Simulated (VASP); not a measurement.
# Ge2Sb2Te5 (P-3m1) in VASP: further runs

The runs below take Ge2Sb2Te5 through single point, with PBE.

Everything below comes from runs of VASP 6.6.1. Logs are shortened: lines on timing, memory, paths and dates and some standing lists are left out, and cuts for length are marked.

**1. The cell of the first run**

Symmetry: P-3m1, No. 164, trigonal system. Conventional cell: a = 4.165 Å, b = 4.165 Å, c = 17.182 Å, α = 90.00°, β = 90.00°, γ = 120.00°. Within 3.6 Å of Ge (site symmetry 3m) lie 6 Te at 2.76 to 3.20 Å. Sb (site symmetry 3m) has 6 Te at 2.92 to 3.08 Å within 3.8 Å. Te (site symmetry -3m) has 6 Sb at 3.08 Å within 4.1 Å. Within 3.8 Å of Te (site symmetry 3m) lie 3 Sb at 2.92 Å and 3 Ge at 3.20 Å. Within 3.6 Å of Te (site symmetry 3m) lie 3 Ge at 2.76 Å.

**2. Single point, PBE**

INCAR reads:

```
SYSTEM = Ge2Sb2Te5
  ALGO = Normal
  EDIFF = 1E-7
  ENCUT = 520
  GGA = PE
  ISIF = 2
  ISMEAR = 0
  LASPH = .TRUE.
  LCHARG = .FALSE.
  LREAL = .FALSE.
  LWAVE = .FALSE.
  NBANDS = 44
  NELM = 100
  PREC = Accurate
  SIGMA = 0.03
```

KPOINTS reads:

```
k-points
0
G
  9 9 2
  0 0 0
```

POSCAR reads:

```
Ge2Sb2Te5
1.0
    4.1645000000      0.0000000000      0.0000000000
   -2.0822500000      3.6065627941      0.0000000000
    0.0000000000      0.0000000000     17.1822000000
Ge Sb Te
2 2 5
Direct
    0.0000000000      0.0000000000      0.3314713560
    0.0000000000      0.0000000000      0.6685286440
    0.3333333333      0.6666666667      0.1121550832
    0.6666666667      0.3333333333      0.8878449168
    0.0000000000      0.0000000000      0.0000000000
    0.3333333333      0.6666666667      0.7913602895
    0.6666666667      0.3333333333      0.2086397105
    0.3333333333      0.6666666667      0.4097504733
    0.6666666667      0.3333333333      0.5902495267
```

Potentials or basis: VASP PAW PBE potentials, release 64 (Ge_d, Sb, Te).

Command:

```bash
$ cat potpaw_PBE.64/Ge_d/POTCAR potpaw_PBE.64/Sb/POTCAR potpaw_PBE.64/Te/POTCAR > POTCAR
$ mpirun -np 1 vasp_std > vasp.out
```

OUTCAR:

```text
SYSTEM = Ge2Sb2Te5
   EDIFF = 1E-7
   ENCUT = 520
   GGA = PE
   ISIF = 2
   ISMEAR = 0
   LASPH = .TRUE.
   LREAL = .FALSE.
   NELM = 100
   PREC = Accurate

 ion  position               nearest neighbor table
   1  0.000  0.000  0.331-   8 2.76   8 2.76   8 2.76   7 3.20   7 3.20   7 3.20
   2  0.000  0.000  0.669-   9 2.76   9 2.76   9 2.76   6 3.20   6 3.20   6 3.20
   3  0.333  0.667  0.112-   7 2.92   7 2.92   7 2.92   5 3.08   5 3.08   5 3.08
   4  0.667  0.333  0.888-   6 2.92   6 2.92   6 2.92   5 3.08   5 3.08   5 3.08
   5  0.000  0.000  0.000-   3 3.08   4 3.08   4 3.08   3 3.08   4 3.08   3 3.08
   6  0.333  0.667  0.791-   4 2.92   4 2.92   4 2.92   2 3.20   2 3.20   2 3.20
   7  0.667  0.333  0.209-   3 2.92   3 2.92   3 2.92   1 3.20   1 3.20   1 3.20
   8  0.333  0.667  0.410-   1 2.76   1 2.76   1 2.76
   9  0.667  0.333  0.590-   2 2.76   2 2.76   2 2.76

  LATTYP: Found a hexagonal cell.
 ALAT       =     4.1645000000
 C/A-ratio  =     4.1258734542

  Lattice vectors:

 A1 = (   4.1645000000,   0.0000000000,   0.0000000000)
 A2 = (  -2.0822500000,   3.6065627941,   0.0000000000)
 A3 = (   0.0000000000,   0.0000000000,  17.1822000000)

Analysis of symmetry for initial positions (statically):
=====================================================================
 Subroutine PRICEL returns:
 Original cell was already a primitive cell.

 Routine SETGRP: Setting up the symmetry group for a
 hexagonal supercell.

 Subroutine GETGRP returns: Found 12 space group operations
 (whereof 12 operations were pure point group operations)
 out of a pool of 24 trial point group operations.

The static configuration has the point symmetry D_3d.

Analysis of symmetry for dynamics (positions and initial velocities):
=====================================================================
 Subroutine PRICEL returns:
 Original cell was already a primitive cell.

 Routine SETGRP: Setting up the symmetry group for a
 hexagonal supercell.

 Subroutine GETGRP returns: Found 12 space group operations
 (whereof 12 operations were pure point group operations)
 out of a pool of 24 trial point group operations.

The dynamic configuration has the point symmetry D_3d.

 Subroutine INISYM returns: Found 12 space group operations
[... 112 lines left out ...]
   EDIFFG = 0.1E-05   stopping-criterion for IOM
   NSW    =      0    number of steps for IOM
   IBRION =     -1    ionic relax: 0-MD 1-quasi-New 2-CG
   NFREE  =      0    steps in history (QN), initial steepest desc. (CG)
   ISIF   =      2    stress and relaxation
   ISYM   =      2    0-nonsym 1-usesym 2-fastsym
   POTIM  = 0.5000    time-step for ionic-motion
   TEBEG  =    0.0;   TEEND  =   0.0 temperature during run
   PSTRESS=    0.0 pullay stress
   NELECT =      68.0000    total number of electrons
   NUPDOWN=      -1.0000    fix difference up-down
   EMIN   =  10.00;   EMAX   =-10.00  energy-range for DOS
   EFERMI =   0.00;   METHOD = LEGACY
   ISMEAR =     0;   SIGMA  =   0.03  broadening in eV -4-tet -1-fermi 0-gaus
   EFERMI_NEDOS =   21; number of points for ismear=-14 and -15
   IALGO  =     38    algorithm
   IMIX   =      4    mixing-type and parameters
     AMIX     =   0.40;   BMIX     =  1.00
     AMIX_MAG =   1.60;   BMIX_MAG =  1.00
  volume/ion in A,a.u.               =      28.67       193.50
  Fermi-wavevector in a.u.,A,eV,Ry     =   1.049541  1.983345 14.987312  1.101536
  Thomas-Fermi vector in A             =   2.184508
   LORBIT       =      0    0 simple, 1 ext, 2 COOP (PROOUT), +10 PAW based schemes
   GGA     = PE    functional components
   LHFCALC =     F    Hartree Fock is set to
   AEXX    =    0.0000 exact exchange contribution
   IVDW    =     0    specifies the selected vdW correction
   LEPSILON=     F    determine dielectric tensor
   LRPA    =     F    only Hartree local field effects (RPA)
 non-spin polarized calculation
 Gauss-broadening in eV      SIGMA  =   0.03
  energy-cutoff  :      520.00
  volume of cell :      258.07
 maximum number of plane-waves:      6980
 NGX is ok and might be reduce to    32
   NGX = 15   NGY = 15   NGZ = 63

 number of electron      67.9999975 magnetization

 Free energy of the ion-electron system (eV)
  ---------------------------------------------------
  ext. energy  EPLUGINS =         0.00000000
  ---------------------------------------------------
  free energy    TOTEN  =       -33.41843734 eV

  energy without entropy =      -33.41805918  energy(sigma->0) =      -33.41824826

 E-fermi :   7.0630     XC(G=0):  -9.6324

 val. band max:        7.0317151014   @ k =   0.1111  -0.0000   0.0000
 cond. band min:       7.0816677172   @ k =   0.0000   0.0000   0.0000
 fundamental gap:      0.0499526158
 Fermi energy:         7.0630344971

 k-point     1 :       0.0000    0.0000    0.0000
  band No.  band energies     occupation
      1     -17.8461      2.00000
      2     -17.8460      2.00000
      3     -17.8460      2.00000
      4     -17.8460      2.00000
      5     -17.8297      2.00000
      6     -17.8297      2.00000
[... 1117 lines left out ...]
     43      11.4068      0.00000
     44      11.6708      0.00000

------------------------ aborting loop because EDIFF is reached ----------------------------------------

  FORCE on cell =-STRESS in cart. coord.  units (eV):
  Direction    XX          YY          ZZ          XY          YZ          ZX
  --------------------------------------------------------------------------------------
  -------------------------------------------------------------------------------------
  Total        8.6697359      8.6697359      9.7061814      0.0000000      0.0000000      0.0000000
  in kB       53.8246624     53.8246624     60.2592677      0.0000000      0.0000000      0.0000000
  external PRESSURE =      55.9695309 kB  Pullay stress =       0.0000000 kB

 VOLUME and BASIS-vectors are now :
 -----------------------------------------------------------------------------
  energy-cutoff  :      520.00
  volume of cell :      258.07
      direct lattice vectors                 reciprocal lattice vectors
     4.164500000  0.000000000  0.000000000     0.240124865  0.138636155  0.000000000
    -2.082250000  3.606562794  0.000000000     0.000000000  0.277272311  0.000000000
     0.000000000  0.000000000 17.182200000     0.000000000  0.000000000  0.058199765

 POSITION                                       TOTAL-FORCE (eV/Angst)
 -----------------------------------------------------------------------------------
      0.00000      0.00000      5.69541        -0.000000     -0.000000     -0.496329
      0.00000      0.00000     11.48679         0.000000      0.000000      0.496329
     -0.00000      2.40438      1.92707         0.000000      0.000000     -0.279521
      2.08225      1.20219     15.25513        -0.000000     -0.000000      0.279521
      0.00000      0.00000      0.00000         0.000000      0.000000      0.000000
     -0.00000      2.40438     13.59731         0.000000      0.000000     -0.758175
      2.08225      1.20219      3.58489        -0.000000     -0.000000      0.758175
     -0.00000      2.40438      7.04041         0.000000      0.000000      0.685395
      2.08225      1.20219     10.14179         0.000000      0.000000     -0.685395
 -----------------------------------------------------------------------------------
    total drift:                                0.000000     -0.000000      0.000000

  FREE ENERGIE OF THE ION-ELECTRON SYSTEM (eV)
  ---------------------------------------------------
  free  energy   TOTEN  =       -33.4184373374 eV

  energy  without entropy=      -33.4180591789  energy(sigma->0) =      -33.41824826
```

OSZICAR:

```text
N       E                     dE             d eps       ncg     rms          rms(c)
DAV:   1     0.618583817221E+03    0.61858E+03   -0.27658E+04  2660   0.211E+03
DAV:   2     0.684217461770E+02   -0.55016E+03   -0.52666E+03  2256   0.614E+02
DAV:   3    -0.270841202918E+02   -0.95506E+02   -0.92645E+02  2472   0.155E+02
DAV:   4    -0.334304673701E+02   -0.63463E+01   -0.62857E+01  2584   0.473E+01
[... 16 lines left out ...]
DAV:  21    -0.334184409278E+02    0.17052E-05   -0.54068E-06  2344   0.719E-03    0.720E-02
DAV:  22    -0.334184401992E+02    0.72862E-06   -0.37780E-07  2368   0.246E-03    0.680E-02
DAV:  23    -0.334184383915E+02    0.18077E-05   -0.12214E-06  2176   0.344E-03    0.445E-02
DAV:  24    -0.334184374350E+02    0.95656E-06   -0.17604E-06  2444   0.407E-03    0.188E-02
DAV:  25    -0.334184373374E+02    0.97578E-07   -0.23643E-07  1772   0.180E-03
   1 F= -.33418437E+02 E0= -.33418248E+02  d E =-.378158E-03
```

It took 5.6 min on 1 thread of Intel Xeon Platinum 8488C (Sapphire Rapids), shared host; peak memory 0.5 GiB.

What came out:

```
Free energy            : -33.4184 eV
Pressure               : 5.6 GPa
Largest force          : 0.758 eV/Å
Band gap on the k mesh : 0.05 eV, indirect (least direct gap 0.15 eV)
```

Forces in eV/Å, atoms in the order of the input:
```
Ge   0.000  0.000 -0.496
Ge   0.000  0.000  0.496
Sb   0.000  0.000 -0.280
Sb   0.000  0.000  0.280
Te   0.000  0.000  0.000
Te   0.000  0.000 -0.758
Te   0.000  0.000  0.758
Te   0.000  0.000  0.685
Te   0.000  0.000 -0.685
```

Levels at points of the mesh, in eV from the valence-band top:
| k point | band 30 | band 31 | band 32 | band 33 | band 34 | band 35 | band 36 | band 37 | band 38 | band 39 |
| --- | --- | --- | --- | --- | --- | --- | --- | --- | --- | --- |
| (0.00, 0.00, 0.00) | -1.62 | -1.62 | -1.20 | -1.03 | -0.10 | 0.05 | 0.05 | 0.27 | 1.07 | 1.07 |
| (0.00, 0.00, 0.50) | -1.68 | -1.61 | -1.57 | -0.94 | -0.10 | 0.08 | 0.08 | 0.27 | 0.98 | 0.98 |

Caveat: spin-orbit coupling is left out, which moves the levels of the heavy elements; this functional lacks dispersion, which binds the layers, so the pressure and a relaxed spacing across them are unreliable. A k mesh can miss the band edges.

**3. Single point, PBE**

This run uses another cell than the first one, of 29.18 Å³/atom, 1.018 times its volume.

INCAR reads:

```
  ALGO = Normal
  EDIFF = 1E-7
  ENCUT = 520
  GGA = PE
  ISIF = 2
  ISMEAR = 0
  LASPH = T
  LCHARG = T
  LELF = T
  LREAL = F
  LVHAR = T
  LWAVE = F
  NBANDS = 44
  NELM = 60
  PREC = Accurate
  SIGMA = 0.03
```

KPOINTS reads:

```
k-points
0
Gamma
  9 9 2
```

POSCAR: that of step 2 with these lines changed.

```diff
@@ -4,3 +4,3 @@
    -2.0822500000      3.6065627941      0.0000000000
-    0.0000000000      0.0000000000     17.1822000000
+    0.0000000000      0.0000000000     17.4837000000
 Ge Sb Te
```

Potentials or basis: VASP PAW PBE potentials, release 64 (Ge_d, Sb, Te).

Command:

```bash
$ cat potpaw_PBE.64/Ge_d/POTCAR potpaw_PBE.64/Sb/POTCAR potpaw_PBE.64/Te/POTCAR > POTCAR
$ mpirun -np 1 vasp_std > vasp.out
```

Run time: 4.8 min. Hardware: 1 thread of Intel Xeon Platinum 8488C (Sapphire Rapids), shared host; peak memory 0.53 GiB.

Results (log left out):

```
Free energy            : -33.5679 eV
Pressure               : 4.5 GPa
Largest force          : 0.599 eV/Å
Band gap on the k mesh : 0.12 eV, indirect (least direct gap 0.15 eV)
```

Forces on the atoms (eV/Å):
```
Ge   0.000  0.000 -0.406
Ge   0.000  0.000  0.406
Sb   0.000  0.000 -0.234
Sb   0.000  0.000  0.234
Te   0.000  0.000  0.000
Te   0.000  0.000 -0.599
Te   0.000  0.000  0.599
Te   0.000  0.000  0.531
Te   0.000  0.000 -0.531
```

Stress tensor (GPa, compression positive):
```
4.46 0.00 0.00
0.00 4.46 0.00
0.00 0.00 4.57
```

Levels at points of the mesh, in eV from the valence-band top:
```
           k point  band 32  band 33  band 34  band 35  band 36  band 37
(0.00, 0.00, 0.00)    -1.16    -1.00    -0.03     0.12     0.12     0.26
(0.00, 0.00, 0.50)    -1.60    -0.88    -0.03     0.15     0.15     0.26
```

Caveat: spin-orbit coupling is left out, which moves the levels of the heavy elements; this functional lacks dispersion, which binds the layers, so the pressure and a relaxed spacing across them are unreliable. A k mesh can miss the band edges.

**4. Single point, PBE**

This run uses another cell than the first one, of 29.68 Å³/atom, 1.035 times its volume.

INCAR reads:

```
ALGO     = Normal         # electronic algorithm
EDIFF    = 1E-6           # SCF threshold, eV
ENCUT    = 520            # plane-wave cutoff, eV
GGA      = PE             # functional
ISIF     = 2              # what is computed and relaxed
ISMEAR   = 0              # smearing method
LASPH    = True           # aspherical terms in the spheres
LCHARG   = False          # write CHGCAR
LREAL    = False          # projectors in reciprocal space
LWAVE    = False          # write WAVECAR
NBANDS   = 44             # bands
NELM     = 100            # most SCF steps
PREC     = Accurate       # precision mode
SIGMA    = 0.03           # smearing width, eV
```

KPOINTS is that of step 3.

POSCAR: that of step 3 with these lines changed.

```diff
@@ -4,3 +4,3 @@
    -2.0822500000      3.6065627941      0.0000000000
-    0.0000000000      0.0000000000     17.4837000000
+    0.0000000000      0.0000000000     17.7851000000
 Ge Sb Te
```

Command:

```bash
$ cat potpaw_PBE.64/Ge_d/POTCAR potpaw_PBE.64/Sb/POTCAR potpaw_PBE.64/Te/POTCAR > POTCAR
$ mpirun -np 1 vasp_std > vasp.out
```

It took 4.4 min on 1 thread of Intel Xeon Platinum 8488C (Sapphire Rapids), shared host; peak memory 0.54 GiB.

The run converged. Its results:

| Property | Result |
| --- | --- |
| Free energy | -33.6765 eV |
| Pressure | 3.5 GPa |
| Largest force | 0.439 eV/Å |
| Band gap on the k mesh | 0.08 eV, indirect (least direct gap 0.15 eV) |

Forces on the atoms (eV/Å):
```
Ge   0.000  0.000 -0.310
Ge   0.000  0.000  0.310
Sb   0.000  0.000 -0.186
Sb   0.000  0.000  0.186
Te   0.000  0.000  0.000
Te   0.000  0.000 -0.439
Te   0.000  0.000  0.439
Te   0.000  0.000  0.379
Te   0.000  0.000 -0.379
```

Stress tensor (GPa, compression positive):
```
3.60 0.00 0.00
0.00 3.60 0.00
0.00 0.00 3.17
```

Levels at points of the mesh, in eV from the valence-band top:
| k point | band 31 | band 32 | band 33 | band 34 | band 35 | band 36 | band 37 | band 38 |
| --- | --- | --- | --- | --- | --- | --- | --- | --- |
| (0.00, 0.00, 0.00) | -1.49 | -1.18 | -1.02 | 0.00 | 0.15 | 0.15 | 0.21 | 1.08 |
| (0.00, 0.00, 0.50) | -1.55 | -1.55 | -0.87 | -0.01 | 0.17 | 0.17 | 0.22 | 1.03 |

Caveat: spin-orbit coupling is left out, which moves the levels of the heavy elements; this functional lacks dispersion, which binds the layers, so the pressure and a relaxed spacing across them are unreliable.

**5. Overview**

| cell | gap on the mesh (eV) | pressure (GPa) | largest force (eV/Å) |
| --- | --- | --- | --- |
| a = 4.165, b = 4.165, c = 17.182 Å, angles 90.0, 90.0, 120.0°, 9 atoms | 0.05 | 5.6 | 0.76 |
| a = 4.165, b = 4.165, c = 17.484 Å, angles 90.0, 90.0, 120.0°, 9 atoms | 0.12 | 4.5 | 0.60 |
| a = 4.165, b = 4.165, c = 17.785 Å, angles 90.0, 90.0, 120.0°, 9 atoms | 0.08 | 3.5 | 0.44 |

Alike in all rows: task single point; level PBE; potentials or basis VASP PAW PBE potentials, release 64 (Ge_d, Sb, Te); no spin polarisation; k mesh 9 × 9 × 2; cutoff (eV) 520; smearing gaussian 0.03 eV.

Caveats: spin-orbit coupling is left out, which moves the levels of the heavy elements; this functional lacks dispersion, which binds the layers, so the pressure and a relaxed spacing across them are unreliable.

Total energies depend on the potentials used, so only differences within one code and one set of settings carry meaning.
